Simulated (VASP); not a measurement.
# TiSi2 (P6/mmm) in VASP: notebook, part 3 of 3

VASP 6.6.1. Earlier steps stand in the parts before.

## Step 7: Relaxation of cell and atoms, PBE

This run uses another cell than the first one, of 14.17 Å³/atom.

The input, INCAR:

```
PREC     = Accurate       # precision mode
ENCUT    = 600            # plane-wave cutoff, eV
EDIFF    = 1E-6           # SCF threshold, eV
ISMEAR   = 0              # smearing method
SIGMA    = 0.1            # smearing width, eV
LREAL    = F              # projectors in reciprocal space
LASPH    = T              # aspherical terms in the spheres
NELM     = 60             # most SCF steps
ALGO     = Normal         # electronic algorithm
ISIF     = 3              # what is computed and relaxed
LWAVE    = F              # write WAVECAR
LCHARG   = F              # write CHGCAR
GGA      = PE             # functional
IBRION   = 2              # ionic algorithm
NSW      = 100            # ionic steps
EDIFFG   = -0.01          # ionic threshold
```

The input, KPOINTS:

```
Automatic mesh
0
Gamma
  12 12 18
```

The input, POSCAR:

```
TiSi2
1.0
    4.3729622700      0.0000000000      0.0000000000
   -2.1864811350      3.7870964156      0.0000000000
    0.0000000000      0.0000000000      2.5664420246
Ti Si
1 2
Direct
    0.0000000000      0.0000000000      0.0000000000
    0.3333333333      0.6666666667      0.5000000000
    0.6666666667      0.3333333333      0.5000000000
```

Potentials or basis: VASP PAW PBE potentials, release 64 (Ti_sv, Si).

The run is started by

```console
$ cat potpaw_PBE.64/Ti_sv/POTCAR potpaw_PBE.64/Si/POTCAR > POTCAR
$ mpirun -np 1 vasp_std > vasp.out
```

OUTCAR:

```text
PREC = Accurate
   ENCUT = 600
   EDIFF = 1E-6
   ISMEAR = 0
   LREAL = F
   LASPH = T
   NELM = 60
   ISIF = 3
   GGA = PE
   IBRION = 2
   NSW = 100
   EDIFFG = -0.01

 ion  position               nearest neighbor table
   1  0.000  0.000  0.000-   2 2.83   3 2.83   2 2.83   3 2.83   2 2.83   2 2.83   3 2.83   3 2.83
                             3 2.83   3 2.83   2 2.83   2 2.83
   2  0.333  0.667  0.500-   3 2.52   3 2.52   3 2.52   1 2.83   1 2.83   1 2.83   1 2.83   1 2.83
                             1 2.83
   3  0.667  0.333  0.500-   2 2.52   2 2.52   2 2.52   1 2.83   1 2.83   1 2.83   1 2.83   1 2.83
                             1 2.83

  LATTYP: Found a hexagonal cell.
 ALAT       =     4.3729622700
 C/A-ratio  =     0.5868886732

  Lattice vectors:

 A1 = (   4.3729622700,   0.0000000000,   0.0000000000)
 A2 = (  -2.1864811350,   3.7870964156,   0.0000000000)
 A3 = (   0.0000000000,   0.0000000000,   2.5664420246)

Analysis of symmetry for initial positions (statically):
=====================================================================
 Subroutine PRICEL returns:
 Original cell was already a primitive cell.

 Routine SETGRP: Setting up the symmetry group for a
 hexagonal supercell.

 Subroutine GETGRP returns: Found 24 space group operations
 (whereof 24 operations were pure point group operations)
 out of a pool of 24 trial point group operations.

The static configuration has the point symmetry D_6h.

Analysis of symmetry for dynamics (positions and initial velocities):
=====================================================================
 Subroutine PRICEL returns:
 Original cell was already a primitive cell.

 Routine SETGRP: Setting up the symmetry group for a
 hexagonal supercell.

 Subroutine GETGRP returns: Found 24 space group operations
 (whereof 24 operations were pure point group operations)
 out of a pool of 24 trial point group operations.

The dynamic configuration has the point symmetry D_6h.

 Subroutine INISYM returns: Found 24 space group operations
[... 144 lines left out ...]
  ---------------------------------------------------
  ext. energy  EPLUGINS =         0.00000000
  ---------------------------------------------------
  free energy    TOTEN  =       -19.44015757 eV

  energy without entropy =      -19.43095108  energy(sigma->0) =      -19.43555433

------------------------ aborting loop because EDIFF is reached ----------------------------------------

  FORCE on cell =-STRESS in cart. coord.  units (eV):
  Direction    XX          YY          ZZ          XY          YZ          ZX
  --------------------------------------------------------------------------------------
  -------------------------------------------------------------------------------------
  Total       -0.0252527     -0.0252527     -0.1772396      0.0000000      0.0000000      0.0000000
  in kB       -0.9519288     -0.9519288     -6.6812525      0.0000000      0.0000000      0.0000000
  external PRESSURE =      -2.8617034 kB  Pullay stress =       0.0000000 kB
[... 98 lines left out ...]
--------------------------------------- Ionic step        4  -------------------------------------------

 number of electron      19.9999997 magnetization

 Free energy of the ion-electron system (eV)
  ---------------------------------------------------
  ext. energy  EPLUGINS =         0.00000000
  ---------------------------------------------------
  free energy    TOTEN  =       -19.44033451 eV

  energy without entropy =      -19.43111042  energy(sigma->0) =      -19.43572247

 E-fermi :  10.6228     XC(G=0): -11.6733

 val. band max:       10.6117549049   @ k =   0.2500   0.0000   0.2222
 cond. band min:      10.6291106751   @ k =   0.3333   0.1667   0.4444
 fundamental gap:      0.0173557702
 Fermi energy:        10.6227994621

 k-point     1 :       0.0000    0.0000    0.0000
  band No.  band energies     occupation
      1     -46.1274      2.00000
      2     -22.4585      2.00000
      3     -22.4585      2.00000
      4     -21.7751      2.00000
      5      -2.6190      2.00000
      6       5.3387      2.00000
      7       5.3387      2.00000
      8       5.4791      2.00000
      9       8.9612      2.00000
     10       9.6014      2.00000
     11       9.6014      2.00000
     12      13.4730      0.00000
     13      13.4730      0.00000
     14      13.9508      0.00000
[... 377 lines left out ...]
      1     -46.1222      2.00000
      2     -22.4651      2.00000
      3     -22.4568      2.00000
      4     -21.8085      2.00000
      5      -1.5061      2.00000
      6       1.5579      2.00000
      7       5.3135      2.00000
      8       6.9148      2.00000
      9       9.7373      2.00000
     10       9.9086      2.00000
     11      11.1381      0.00000
     12      13.0318      0.00000
     13      13.3104      0.00000
     14      14.4516      0.00000

 [... further k-points ...]

------------------------ aborting loop because EDIFF is reached ----------------------------------------

  FORCE on cell =-STRESS in cart. coord.  units (eV):
  Direction    XX          YY          ZZ          XY          YZ          ZX
  --------------------------------------------------------------------------------------
  -------------------------------------------------------------------------------------
  Total        0.0086454      0.0086454      0.0026003      0.0000000      0.0000000      0.0000000
  in kB        0.3264388      0.3264388      0.0981850      0.0000000      0.0000000      0.0000000
  external PRESSURE =       0.2503542 kB  Pullay stress =       0.0000000 kB
[... 18 lines left out ...]
  FREE ENERGIE OF THE ION-ELECTRON SYSTEM (eV)
  ---------------------------------------------------
  free  energy   TOTEN  =       -19.4403345104 eV

  energy  without entropy=      -19.4311104249  energy(sigma->0) =      -19.43572247

 reached required accuracy - stopping structural energy minimisation
```

OSZICAR:

```text
N       E                     dE             d eps       ncg     rms          rms(c)
DAV:   1     0.142113329620E+03    0.14211E+03   -0.10732E+04  5320   0.164E+03
DAV:   2    -0.933468222306E+01   -0.15145E+03   -0.14937E+03  5410   0.389E+02
[... 29 lines left out ...]
   3 F= -.19440314E+02 E0= -.19435705E+02  d E =-.156863E-03
       N       E                     dE             d eps       ncg     rms          rms(c)
DAV:   1    -0.194404908291E+02   -0.17630E-03   -0.48394E-03  6186   0.980E-01    0.973E-02
DAV:   2    -0.194403980724E+02    0.92757E-04   -0.15064E-03  7486   0.397E-01    0.470E-02
DAV:   3    -0.194403451294E+02    0.52943E-04   -0.32281E-04  7380   0.149E-01    0.236E-02
DAV:   4    -0.194403344676E+02    0.10662E-04   -0.49496E-05  8430   0.693E-02    0.862E-03
DAV:   5    -0.194403345104E+02   -0.42838E-07   -0.27504E-06  5636   0.184E-02
   4 F= -.19440335E+02 E0= -.19435722E+02  d E =-.200776E-04
```

CONTCAR:

```text
TiSi2
   1.00000000000000
     4.3740869935239939    0.0000000000000000    0.0000000000000000
    -2.1870434967619969    3.7880704547440041   -0.0000000000000000
     0.0000000000000000    0.0000000000000000    2.5608702898828701
  Ti              Si
     1     2
Direct
     1.0000000000000000    1.0000000000000000    1.0000000000000000
     0.3333333332999970    0.6666666667000030    0.5000000000000000
     0.6666666667000030    0.3333333332999970    0.5000000000000000

  0.00000000E+00  0.00000000E+00  0.00000000E+00
  0.00000000E+00  0.00000000E+00  0.00000000E+00
  0.00000000E+00  0.00000000E+00  0.00000000E+00
```

It took 4.3 min on 1 thread of Intel Xeon Platinum 8375C at 2.90GHz (Ice Lake), shared host; peak memory 0.3 GiB.

What came out:

- Free energy: -19.4403 eV
- Relaxed volume: 14.14 Å³/atom
- Relaxed cell: a = 4.374 Å, b = 4.374 Å, c = 2.561 Å, α = 90.00°, β = 90.00°, γ = 120.00°
- Space group after relaxing (to 0.1 Å): P6/mmm (No. 191)
- Energy gained by relaxing: 0.1 meV/atom
- Ionic steps: 4
- Pressure after relaxing: 0.0 GPa
- Band gap on the k mesh: zero (bands 10 and 11 overlap by 3.00 eV)

Step by step:
| step | energy change (eV) | largest force (eV/Å) | pressure (GPa) | volume (Å³) |
| --- | --- | --- | --- | --- |
| 1 | 0.0000 | 0.0000 | -0.29 | 42.50 |
| 2 | -0.0001 | 0.0000 | 0.25 | 42.35 |
| 3 | -0.0002 | 0.0000 | 0.08 | 42.40 |
| 4 | -0.0002 | 0.0000 | 0.03 | 42.43 |

Final structure:
```xyz
3
Lattice="4.3741 0.0000 0.0000 -2.1870 3.7881 0.0000 0.0000 0.0000 2.5609" Properties=species:S:1:pos:R:3 pbc="T T T"
Ti    2.1870    3.7881    2.5609
Si    0.0000    2.5254    1.2804
Si    2.1870    1.2627    1.2804
```

Levels at points of the mesh, in eV from the Fermi level:
```tsv
k point	band 8	band 9	band 10	band 11	band 12	band 13
(0.00, 0.00, 0.00)	-5.14	-1.66	-1.02	-1.02	2.85	2.85
(0.50, 0.00, 0.00)	-4.19	-0.82	-0.65	2.41	2.54	2.79
(0.00, 0.00, 0.50)	-2.32	-0.90	-0.90	-0.89	-0.33	-0.33
(0.50, 0.00, 0.50)	-4.59	-3.81	0.92	1.15	1.18	1.69
```

## Step 8: Overview

```tsv
task	spin	cell	k mesh	cutoff (eV)	gap on the mesh (eV)	pressure (GPa)	relaxed volume (Å³/atom)
single point	collinear	a = 4.015, b = 4.015, c = 3.159 Å, angles 90.0, 90.0, 120.0°, 3 atoms	6 × 6 × 6	520	none	0.3	-
single point	off	a = 4.375, b = 4.375, c = 2.561 Å, angles 90.0, 90.0, 120.0°, 3 atoms	12 × 12 × 18	520	none	-0.1	-
single point	off	a = 4.373, b = 4.373, c = 2.566 Å, angles 90.0, 90.0, 120.0°, 3 atoms	12 × 12 × 14	520	none	-0.1	-
relaxation of cell and atoms	off	relaxed from a = 4.015, b = 4.015, c = 3.159 Å, angles 90.0, 90.0, 120.0°, 3 atoms	12 × 12 × 14	600	none	0.1	14.16
relaxation of cell and atoms	off	relaxed from a = 4.373, b = 4.373, c = 2.566 Å, angles 90.0, 90.0, 120.0°, 3 atoms	12 × 12 × 18	600	none	0.0	14.14
```

Alike in all rows: level PBE; potentials or basis VASP PAW PBE potentials, release 64 (Ti_sv, Si); smearing gaussian 0.1 eV.

Caveats: a cell axis changed by over 15 % at a fixed basis, so the end point is rough (at least some runs).

Absolute energies hang on the potentials; compare differences alone.

The gap in the log of VASP goes by the Fermi energy; the results here count the filled bands.